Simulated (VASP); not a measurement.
# TiRh3 (Pm-3m) in VASP: a series of runs

TiRh3 is run at these levels: LDA; tasks: single point, relaxation of cell and atoms.

All numbers are computed with VASP 6.6.1; they aren't measurements. Logs are shortened: lines on timing, memory, paths and dates and some standing lists are left out, and cuts for length are marked.

## Step 1: The cell of the first run

It takes space group Pm-3m (No. 221, cubic). Conventional cell: a = 3.771 Å, b = 3.771 Å, c = 3.771 Å, α = 90.00°, β = 90.00°, γ = 90.00°. Ti (site symmetry m-3m) has 12 Rh at 2.67 Å within 3.5 Å. Within 3.5 Å of Rh (site symmetry 4/mmm) lie 4 Ti at 2.67 Å and 8 Rh at 2.67 Å.

## Step 2: Single point, LDA

INCAR

```
SYSTEM = TiRh3
ALGO     = Normal         ! electronic algorithm
EDIFF    = 1E-6           ! SCF threshold, eV
ENCUT    = 520            ! plane-wave cutoff, eV
ISIF     = 2              ! what is computed and relaxed
ISMEAR   = -1             ! smearing method
LASPH    = .True.         ! aspherical terms in the spheres
LCHARG   = .False.        ! write CHGCAR
LREAL    = .False.        ! projectors in reciprocal space
LWAVE    = .False.        ! write WAVECAR
NBANDS   = 36             ! bands
NELM     = 80             ! most SCF steps
PREC     = Accurate       ! precision mode
SIGMA    = 0.05           ! smearing width, eV
```

KPOINTS

```
k-points
0
Gamma
  6 6 6
  0 0 0
```

POSCAR

```
TiRh3
1.0
    3.7706273046      0.0000000000      0.0000000000
    0.0000000000      3.7706273046      0.0000000000
    0.0000000000      0.0000000000      3.7706273046
Ti Rh
1 3
Direct
    0.0000000000      0.0000000000      0.0000000000
    0.0000000000      0.5000000000      0.5000000000
    0.5000000000      0.0000000000      0.5000000000
    0.5000000000      0.5000000000      0.0000000000
```

Potentials or basis: VASP PAW LDA potentials, release 64 (Ti_sv, Rh_pv).

The run is started by

```console
cat potpaw_LDA.64/Ti_sv/POTCAR potpaw_LDA.64/Rh_pv/POTCAR > POTCAR
mpirun -np 1 vasp_std > vasp.out
```

OUTCAR:

```text
SYSTEM = TiRh3
   EDIFF = 1E-6
   ENCUT = 520
   ISIF = 2
   ISMEAR = -1
   LASPH = .True.
   LREAL = .False.
   NELM = 80
   PREC = Accurate

 ion  position               nearest neighbor table
   1  0.000  0.000  0.000-   2 2.67   3 2.67   4 2.67   2 2.67   3 2.67   2 2.67   4 2.67   2 2.67
                             3 2.67   4 2.67   3 2.67   4 2.67
   2  0.000  0.500  0.500-   1 2.67   3 2.67   4 2.67   1 2.67   4 2.67   1 2.67   3 2.67   1 2.67
                             3 2.67   4 2.67   4 2.67   3 2.67
   3  0.500  0.000  0.500-   1 2.67   2 2.67   4 2.67   1 2.67   4 2.67   2 2.67   4 2.67   4 2.67
                             1 2.67   2 2.67   1 2.67   2 2.67
   4  0.500  0.500  0.000-   1 2.67   2 2.67   3 2.67   2 2.67   3 2.67   1 2.67   3 2.67   3 2.67
                             1 2.67   2 2.67   2 2.67   1 2.67

  LATTYP: Found a simple cubic cell.
 ALAT       =     3.7706273046

  Lattice vectors:

 A1 = (   3.7706273046,   0.0000000000,   0.0000000000)
 A2 = (   0.0000000000,   3.7706273046,   0.0000000000)
 A3 = (   0.0000000000,   0.0000000000,   3.7706273046)

Analysis of symmetry for initial positions (statically):
=====================================================================
 Subroutine PRICEL returns:
 Original cell was already a primitive cell.

 Routine SETGRP: Setting up the symmetry group for a
 simple cubic supercell.

 Subroutine GETGRP returns: Found 48 space group operations
[... 9 lines left out ...]

 Routine SETGRP: Setting up the symmetry group for a
 simple cubic supercell.

 Subroutine GETGRP returns: Found 48 space group operations
[... 11 lines left out ...]
                                     Primitive cell

  volume of cell :      53.6094

  direct lattice vectors                    reciprocal lattice vectors
     3.770627305  0.000000000  0.000000000     0.265207860  0.000000000  0.000000000
     0.000000000  3.770627305  0.000000000     0.000000000  0.265207860  0.000000000
     0.000000000  0.000000000  3.770627305     0.000000000  0.000000000  0.265207860

  length of vectors
     3.770627305  3.770627305  3.770627305     0.265207860  0.265207860  0.265207860

  position of ions in fractional coordinates (direct lattice)
     0.000000000  0.000000000  0.000000000
     0.000000000  0.500000000  0.500000000
     0.500000000  0.000000000  0.500000000
     0.500000000  0.500000000  0.000000000

  ion indices of the primitive-cell ions
   primitive index   ion index
                 1           1
                 2           2
                 3           3
                 4           4

----------------------------------------------------------------------------------------

 KPOINTS: k-points

Automatic generation of k-mesh.
 Grid dimensions read from file:
 generate k-points for:    6    6    6

 Generating k-lattice:

  Cartesian coordinates                     Fractional coordinates (reciprocal lattice)
     0.044201310  0.000000000  0.000000000     0.166666667  0.000000000  0.000000000
     0.000000000  0.044201310  0.000000000     0.000000000  0.166666667  0.000000000
     0.000000000  0.000000000  0.044201310     0.000000000  0.000000000  0.166666667

  Length of vectors
     0.044201310  0.044201310  0.044201310

  Shift w.r.t. Gamma in fractional coordinates (k-lattice)
     0.000000000  0.000000000  0.000000000

 Subroutine IBZKPT returns following result:
 ===========================================

 Found     20 irreducible k-points:

 Following reciprocal coordinates:
            Coordinates               Weight
  0.000000  0.000000  0.000000      1.000000
  0.166667  0.000000  0.000000      6.000000
  0.333333  0.000000  0.000000      6.000000
  0.500000  0.000000  0.000000      3.000000
  0.166667  0.166667  0.000000     12.000000
  0.333333  0.166667  0.000000     24.000000
[... 12 lines left out ...]
  0.500000  0.500000  0.333333      6.000000
  0.500000  0.500000  0.500000      1.000000
   k-points           NKPTS =     20   k-points in BZ     NKDIM =     20   number of bands    NBANDS=     36
   number of dos      NEDOS =    301   number of ions     NIONS =      4
   total plane-waves  NPLWV =  21952
   dimension x,y,z NGX =    28 NGY =   28 NGZ =   28
   dimension x,y,z NGXF=    56 NGYF=   56 NGZF=   56
   ions per type =               1   3
   NGX,Y,Z   is equivalent  to a cutoff of  12.35, 12.35, 12.35 a.u.
   NGXF,Y,Z  is equivalent  to a cutoff of  24.69, 24.69, 24.69 a.u.
 SYSTEM =  TiRh3
   PREC   = accura    normal or accurate (medium, high low for compatibility)
   ISTART =      0    job   : 0-new  1-cont  2-samecut
   ICHARG =      2    charge: 1-file 2-atom 10-const
   ISPIN  =      1    spin polarized calculation?
   LNONCOLLINEAR =      F non collinear calculations
   LSORBIT =      F    spin-orbit coupling
   LASPH  =      T    aspherical Exc in radial PAW
   ENCUT  =  520.0 eV  38.22 Ry    6.18 a.u.   7.01  7.01  7.01*2*pi/ulx,y,z
[... 31 lines left out ...]
   LRPA    =     F    only Hartree local field effects (RPA)
 non-spin polarized calculation
  energy-cutoff  :      520.00
  volume of cell :       53.61
 maximum number of plane-waves:      1472
   NGX = 15   NGY = 15   NGZ = 15

 number of electron      57.0000024 magnetization

 Free energy of the ion-electron system (eV)
  ---------------------------------------------------
  ext. energy  EPLUGINS =         0.00000000
  ---------------------------------------------------
  free energy    TOTEN  =       -37.21314822 eV

  energy without entropy =      -37.18411262  energy(sigma->0) =      -37.19863042

 E-fermi :  11.6921     XC(G=0): -14.1595

 val. band max:       11.6580760170   @ k =   0.3333   0.3333   0.3333
 cond. band min:      11.6975900533   @ k =   0.3333   0.3333   0.0000
 fundamental gap:      0.0395140363
 Fermi energy:        11.6921165314

 k-point     1 :       0.0000    0.0000    0.0000
  band No.  band energies     occupation
      1     -44.4671      2.00000
      2     -34.7654      2.00000
      3     -34.7654      2.00000
      4     -34.7654      2.00000
      5     -34.4223      2.00000
      6     -34.4223      2.00000
[... 28 lines left out ...]
     35      15.4360      0.00000
     36      15.4360      0.00000

 k-point     2 :       0.1667    0.0000    0.0000
  band No.  band energies     occupation
      1     -44.4675      2.00000
      2     -34.7443      2.00000
      3     -34.7443      2.00000
      4     -34.7301      2.00000
      5     -34.4291      2.00000
      6     -34.4291      2.00000
[... 28 lines left out ...]
     35      15.1822      0.00000
     36      17.3213      0.00000

 k-point     3 :       0.3333    0.0000    0.0000
  band No.  band energies     occupation
      1     -44.4684      2.00000
      2     -34.6935      2.00000
      3     -34.6935      2.00000
      4     -34.6331      2.00000
      5     -34.4516      2.00000
      6     -34.4516      2.00000
[... 28 lines left out ...]
     35      15.1627      0.00000
     36      19.6835      0.00000

 k-point     4 :       0.5000    0.0000    0.0000
  band No.  band energies     occupation
      1     -44.4688      2.00000
      2     -34.6599      2.00000
      3     -34.6599      2.00000
      4     -34.5167      2.00000
      5     -34.4743      2.00000
      6     -34.4717      2.00000
[... 28 lines left out ...]
     35      15.1542      0.00000
     36      21.8335      0.00000

 k-point     5 :       0.1667    0.1667    0.0000
  band No.  band energies     occupation
      1     -44.4678      2.00000
      2     -34.7527      2.00000
      3     -34.7228      2.00000
      4     -34.6750      2.00000
      5     -34.4675      2.00000
      6     -34.4340      2.00000
[... 499 lines left out ...]
 k-point    18 :       0.5000    0.3333    0.3333
  band No.  band energies     occupation
      1     -44.4654      2.00000
      2     -34.8661      2.00000
      3     -34.6879      2.00000
      4     -34.6819      2.00000
      5     -34.6537      2.00000
      6     -34.3417      2.00000
[... 28 lines left out ...]
     35      14.5858      0.00000
     36      16.3597      0.00000

 k-point    19 :       0.5000    0.5000    0.3333
  band No.  band energies     occupation
      1     -44.4645      2.00000
      2     -34.8980      2.00000
      3     -34.7175      2.00000
      4     -34.6877      2.00000
      5     -34.6877      2.00000
      6     -34.2742      2.00000
[... 28 lines left out ...]
     35      14.4259      0.00000
     36      15.3769      0.00000

 k-point    20 :       0.5000    0.5000    0.5000
  band No.  band energies     occupation
      1     -44.4634      2.00000
      2     -34.9389      2.00000
      3     -34.7209      2.00000
      4     -34.7209      2.00000
      5     -34.7209      2.00000
      6     -34.2340      2.00000
[... 28 lines left out ...]
     35      14.3590      0.00000
     36      14.6284      0.00000

------------------------ aborting loop because EDIFF is reached ----------------------------------------

  FORCE on cell =-STRESS in cart. coord.  units (eV):
  Direction    XX          YY          ZZ          XY          YZ          ZX
  --------------------------------------------------------------------------------------
  -------------------------------------------------------------------------------------
  Total        0.2728411      0.2728411      0.2728411     -0.0000000     -0.0000000      0.0000000
  in kB        8.1541649      8.1541649      8.1541649     -0.0000000     -0.0000000      0.0000000
  external PRESSURE =       8.1541649 kB  Pullay stress =       0.0000000 kB

 VOLUME and BASIS-vectors are now :
 -----------------------------------------------------------------------------
  energy-cutoff  :      520.00
  volume of cell :       53.61
      direct lattice vectors                 reciprocal lattice vectors
     3.770627305  0.000000000  0.000000000     0.265207860  0.000000000  0.000000000
     0.000000000  3.770627305  0.000000000     0.000000000  0.265207860  0.000000000
     0.000000000  0.000000000  3.770627305     0.000000000  0.000000000  0.265207860

 POSITION                                       TOTAL-FORCE (eV/Angst)
 -----------------------------------------------------------------------------------
      0.00000      0.00000      0.00000         0.000000      0.000000      0.000000
      0.00000      1.88531      1.88531         0.000000      0.000000      0.000000
      1.88531      0.00000      1.88531         0.000000      0.000000      0.000000
      1.88531      1.88531      0.00000         0.000000      0.000000      0.000000
 -----------------------------------------------------------------------------------
    total drift:                                0.000000      0.000000      0.000000

  FREE ENERGIE OF THE ION-ELECTRON SYSTEM (eV)
  ---------------------------------------------------
  free  energy   TOTEN  =       -37.2131482235 eV

  energy  without entropy=      -37.1841126221  energy(sigma->0) =      -37.19863042
```

Wall time 16 s (1 thread of Intel Xeon 6975P-C (Granite Rapids), shared host); peak memory 0.15 GiB.

What came out:

```
Free energy : -37.2131 eV
Pressure    : 0.8 GPa
```

## Step 3: Single point, LDA

INCAR

```
SYSTEM = TiRh3
ALGO = Normal
EDIFF = 1E-6
ENCUT = 520
GGA = CA
ISIF = 2
ISMEAR = -1
LASPH = .True.
LCHARG = .False.
LREAL = .False.
LWAVE = .False.
NBANDS = 36
NELM = 100
PREC = Accurate
SIGMA = 0.05
```

KPOINTS is that of step 2.

POSCAR is that of step 2.

Potentials or basis: VASP PAW LDA potentials, release 64 (Ti_sv, Rh_pv).

The run is started by

```console
cat potpaw_LDA.64/Ti_sv/POTCAR potpaw_LDA.64/Rh_pv/POTCAR > POTCAR
mpirun -np 1 vasp_std > vasp.out
```

It took 17 s on 1 thread of Intel Xeon 6975P-C (Granite Rapids), shared host; peak memory 0.15 GiB.

Results (log left out):

| Quantity | Value |
| --- | --- |
| Free energy | -37.2131 eV |
| Pressure | 0.8 GPa |

Levels at points of the mesh, in eV from the Fermi level:
| k point | band 25 | band 26 | band 27 | band 28 | band 29 | band 30 | band 31 | band 32 |
| --- | --- | --- | --- | --- | --- | --- | --- | --- |
| (0.00, 0.00, 0.00) | -0.22 | 0.90 | 1.39 | 1.39 | 1.39 | 2.80 | 2.80 | 3.50 |
| (0.50, 0.00, 0.00) | -1.33 | -1.17 | -1.17 | -0.97 | 0.10 | 1.09 | 1.09 | 1.40 |
| (0.50, 0.50, 0.00) | -1.71 | -1.63 | -1.63 | -1.22 | -0.83 | -0.78 | 1.50 | 1.50 |
| (0.50, 0.50, 0.50) | -1.66 | 0.94 | 0.94 | 0.94 | 1.00 | 1.17 | 1.17 | 1.17 |

## Step 4: Relaxation of cell and atoms, LDA

This run uses another cell than the first one, of 13.08 Å³/atom, 0.976 times its volume.

INCAR

```
SYSTEM = TiRh3
ALGO     = Normal         ! electronic algorithm
EDIFF    = 1E-6           ! SCF threshold, eV
EDIFFG   = -0.02          ! ionic threshold
ENCUT    = 600            ! plane-wave cutoff, eV
GGA      = CA             ! functional
IBRION   = 2              ! ionic algorithm
ISIF     = 3              ! what is computed and relaxed
ISMEAR   = -1             ! smearing method
LASPH    = .TRUE.         ! aspherical terms in the spheres
LCHARG   = .FALSE.        ! write CHGCAR
LREAL    = .FALSE.        ! projectors in reciprocal space
LWAVE    = .FALSE.        ! write WAVECAR
NELM     = 60             ! most SCF steps
NSW      = 80             ! ionic steps
PREC     = Accurate       ! precision mode
SIGMA    = 0.05           ! smearing width, eV
```

KPOINTS

```
k-points
0
G
  6 6 6
  0 0 0
```

POSCAR

```
TiRh3
1.0
    3.7400000000      0.0000000000      0.0000000000
    0.0000000000      3.7400000000      0.0000000000
    0.0000000000      0.0000000000      3.7400000000
Ti Rh
1 3
Direct
    0.0000000000      0.0000000000      0.0000000000
    0.0000000000      0.5000000000      0.5000000000
    0.5000000000      0.0000000000      0.5000000000
    0.5000000000      0.5000000000      0.0000000000
```

The run is started by

```console
cat potpaw_LDA.64/Ti_sv/POTCAR potpaw_LDA.64/Rh_pv/POTCAR > POTCAR
mpirun -np 1 vasp_std > vasp.out
```

Wall time 55 s (1 thread of Intel Xeon 6975P-C (Granite Rapids), shared host); peak memory 0.17 GiB.

It converged, with:

* Free energy: -37.2112 eV
* Relaxed volume: 13.45 Å³/atom
* Relaxed cell: a = 3.775 Å, b = 3.775 Å, c = 3.775 Å, α = 90.00°, β = 90.00°, γ = 90.00°
* Space group after relaxing (to 0.05 Å): Pm-3m (No. 221)
* Energy gained by relaxing: 8.7 meV/atom
* Ionic steps: 3
* Pressure after relaxing: -0.2 GPa

The path:
| step | energy change (eV) | largest force (eV/Å) | pressure (GPa) | volume (Å³) |
| --- | --- | --- | --- | --- |
| 1 | 0.0000 | 0.0000 | 7.98 | 52.31 |
| 2 | 0.1552 | 0.0000 | -15.60 | 57.40 |
| 3 | -0.0347 | 0.0000 | -0.16 | 53.78 |

Final structure:
```yaml
crystal:
  lattice:
    - [3.77464, 0.00000, 0.00000]
    - [0.00000, 3.77464, 0.00000]
    - [0.00000, 0.00000, 3.77464]
  atoms:
    - { symbol: Ti, position: [0.00000, 0.00000, 0.00000] }
    - { symbol: Rh, position: [0.00000, 0.50000, 0.50000] }
    - { symbol: Rh, position: [0.50000, 0.00000, 0.50000] }
    - { symbol: Rh, position: [0.50000, 0.50000, 0.00000] }
```

Levels at points of the mesh, in eV from the Fermi level:
```csv
k point,band 26,band 27,band 28,band 29,band 30,band 31
"(0.00, 0.00, 0.00)",0.89,1.39,1.39,1.39,2.79,2.79
"(0.50, 0.00, 0.00)",-1.17,-1.17,-0.97,0.10,1.08,1.08
"(0.50, 0.50, 0.00)",-1.62,-1.62,-1.22,-0.82,-0.78,1.49
"(0.50, 0.50, 0.50)",0.94,0.94,0.94,1.00,1.17,1.17
```

## Step 5: Relaxation of cell and atoms, LDA

INCAR

```
ALGO = Normal ; EDIFF = 1E-6
EDIFFG = -0.02 ; ENCUT = 600
GGA = CA ; IBRION = 2
ISIF = 3 ; ISMEAR = -1
LASPH = True ; LCHARG = False
LREAL = False ; LWAVE = False
NELM = 60 ; NSW = 80
PREC = Accurate ; SIGMA = 0.05
```

KPOINTS

```
k-points
0
Gamma
  6 6 6
```

POSCAR

```
TiRh3
1.0
    3.7706273046      0.0000000000      0.0000000000
    0.0000000000      3.7706273046      0.0000000000
    0.0000000000      0.0000000000      3.7706273046
Ti Rh
1 3
Direct
    0.0000000000      0.0000000000      0.0000000000
    0.0000000000      0.5000000000      0.5000000000
    0.5000000000      0.0000000000      0.5000000000
    0.5000000000      0.5000000000      0.0000000000
```

The run is started by

```console
cat potpaw_LDA.64/Ti_sv/POTCAR potpaw_LDA.64/Rh_pv/POTCAR > POTCAR
mpirun -np 1 vasp_std > vasp.out
```

Run time: 45 s. Hardware: 1 thread of Intel Xeon 6975P-C (Granite Rapids), shared host; peak memory 0.17 GiB.

The run converged. Its results:

| Property | Result |
| --- | --- |
| Free energy | -37.2128 eV |
| Relaxed volume | 13.44 Å³/atom |
| Relaxed cell | a = 3.774 Å, b = 3.774 Å, c = 3.774 Å, α = 90.00°, β = 90.00°, γ = 90.00° |
| Space group after relaxing (to 0.05 Å) | Pm-3m (No. 221) |
| Energy gained by relaxing | 0.1 meV/atom |
| Ionic steps | 3 |
| Pressure after relaxing | 0.0 GPa |

Step by step:
```tsv
step	energy change (eV)	largest force (eV/Å)	pressure (GPa)	volume (Å³)
1	0.0000	0.0000	0.69	53.61
2	0.0013	0.0000	-1.58	54.06
3	-0.0003	0.0000	0.02	53.74
```

Final structure:
```cif
data_structure
_symmetry_space_group_name_H-M 'P 1'
_symmetry_Int_Tables_number 1
_cell_length_a 3.7738
_cell_length_b 3.7738
_cell_length_c 3.7738
_cell_angle_alpha 90.000
_cell_angle_beta 90.000
_cell_angle_gamma 90.000
_cell_volume 53.74
loop_
_atom_site_label
_atom_site_type_symbol
_atom_site_fract_x
_atom_site_fract_y
_atom_site_fract_z
_atom_site_occupancy
Ti1 Ti 0.00000 0.00000 0.00000 1
Rh1 Rh 0.00000 0.50000 0.50000 1
Rh2 Rh 0.50000 0.00000 0.50000 1
Rh3 Rh 0.50000 0.50000 0.00000 1
```

Levels at points of the mesh, in eV from the Fermi level:
| k point | band 24 | band 25 | band 26 | band 27 | band 28 | band 29 | band 30 | band 31 | band 32 | band 33 |
| --- | --- | --- | --- | --- | --- | --- | --- | --- | --- | --- |
| (0.00, 0.00, 0.00) | -0.22 | -0.22 | 0.90 | 1.39 | 1.39 | 1.39 | 2.79 | 2.79 | 3.49 | 3.49 |
| (0.50, 0.00, 0.00) | -1.67 | -1.32 | -1.17 | -1.17 | -0.97 | 0.10 | 1.08 | 1.08 | 1.39 | 1.75 |
| (0.50, 0.50, 0.00) | -2.53 | -1.71 | -1.62 | -1.62 | -1.22 | -0.82 | -0.78 | 1.49 | 1.49 | 1.60 |
| (0.50, 0.50, 0.50) | -1.65 | -1.65 | 0.94 | 0.94 | 0.94 | 1.00 | 1.17 | 1.17 | 1.17 | 2.66 |

## Step 6: The runs side by side

| task | cell | cutoff (eV) | gap on the mesh (eV) | pressure (GPa) | relaxed volume (Å³/atom) |
| --- | --- | --- | --- | --- | --- |
| single point | a = 3.771 Å, 4 atoms | 520 | none | 0.8 | - |
| relaxation of cell and atoms | relaxed from a = 3.740 Å, 4 atoms | 600 | none | -0.2 | 13.45 |
| relaxation of cell and atoms | relaxed from a = 3.771 Å, 4 atoms | 600 | none | 0.0 | 13.44 |

Alike in all rows: level LDA; potentials or basis VASP PAW LDA potentials, release 64 (Ti_sv, Rh_pv); no spin polarisation; k mesh 6 × 6 × 6; smearing fermi-dirac 0.05 eV.

Total energies depend on the potentials used, so only differences within one code and one set of settings carry meaning.
